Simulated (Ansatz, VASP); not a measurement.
Ge: VASP beside Ansatz

Contents of POSCAR:

```
Ge
1.0
    3.9956487028      0.0000000000      0.0000000000
   -1.9978243514      3.4603332812      0.0000000000
    0.0000000000      0.0000000000      6.6027109801
Ge
4
Direct
    0.6666666667      0.3333333333      0.0629814342
    0.3333333333      0.6666666667      0.5629814342
    0.6666666667      0.3333333333      0.4370185658
    0.3333333333      0.6666666667      0.9370185658
```

Contents of INCAR.step1:

```
SYSTEM = Ge
PREC = Accurate ; ENCUT = 520
ISMEAR = 0 ; SIGMA = 0.01
LREAL = .False. ; LASPH = .True.
NELM = 60 ; NBANDS = 36
GGA = PE ; ALGO = Normal
EDIFF = 1E-4 ; LWAVE = .True.
LCHARG = .False.
```

The input INCAR.step2:

```
SYSTEM = Ge
PREC = Accurate ; ENCUT = 520
EDIFF = 1E-7 ; ISMEAR = 0
SIGMA = 0.01 ; LREAL = .False.
LASPH = .True. ; NELM = 60
ALGO = Normal ; ISIF = 2
LWAVE = .False. ; LCHARG = .False.
METAGGA = R2SCAN ; LMIXTAU = .True.
NBANDS = 36 ; ISTART = 1
```

Contents of KPOINTS:

```
Automatic mesh
0
Gamma
  12 12 6
  0 0 0
```

Input for Ansatz:

```yaml
crystal:
  lattice:
    - [3.9956487013, 0.0, 0.0]
    - [-1.9978243507, 3.4603332799, 0.0]
    - [0.0, 0.0, 6.6027109594]
  atoms:
    - { symbol: Ge, position: [0.6666666667, 0.3333333333, 0.062981434] }
    - { symbol: Ge, position: [0.3333333333, 0.6666666667, 0.562981434] }
    - { symbol: Ge, position: [0.6666666667, 0.3333333333, 0.437018566] }
    - { symbol: Ge, position: [0.3333333333, 0.6666666667, 0.937018566] }
basis:
  ecutwfc: 500
kpoints:
  mp_grid: { grid: [12, 12, 6] }
  band_path: { path: [VBM, CBM], npoints: 2 }
hamiltonian:
  xc: r2scan
scf:
  occupations: { method: gaussian, width: 0.01 }
output:
  forces: true
  stress: true
  eigenvalues: true
checkpoint:
  read: start.run
  write: ck
  compress: false
  write_wavefunctions: false
  write_every: 100000
```

Alike in both runs: task single point; functional r2SCAN; k mesh 12 × 12 × 6; occupations gaussian, width 0.01 eV; no spin polarisation.

|  | VASP | Ansatz |
| --- | --- | --- |
| version | VASP 6.6.1 | Ansatz 0.2.0 |
| potentials or method | VASP PAW PBE potentials, release 64 (Ge_d), cutoff 520 eV | scalar-relativistic, plane waves, PAW |
| valence electrons in the cell | 56 | 56 |

VASP gave:

| Quantity | Value |
| --- | --- |
| gap on the k mesh at the Fermi level (eV) | 0.08 |
| least direct gap on the mesh (eV) | 0.08 |

Task: Estimate Ansatz's values.

Result: gap on the k mesh at the Fermi level (eV): 0.10; least direct gap on the mesh (eV): 0.10.

VASP's potentials were made for PBE, not for r2SCAN.
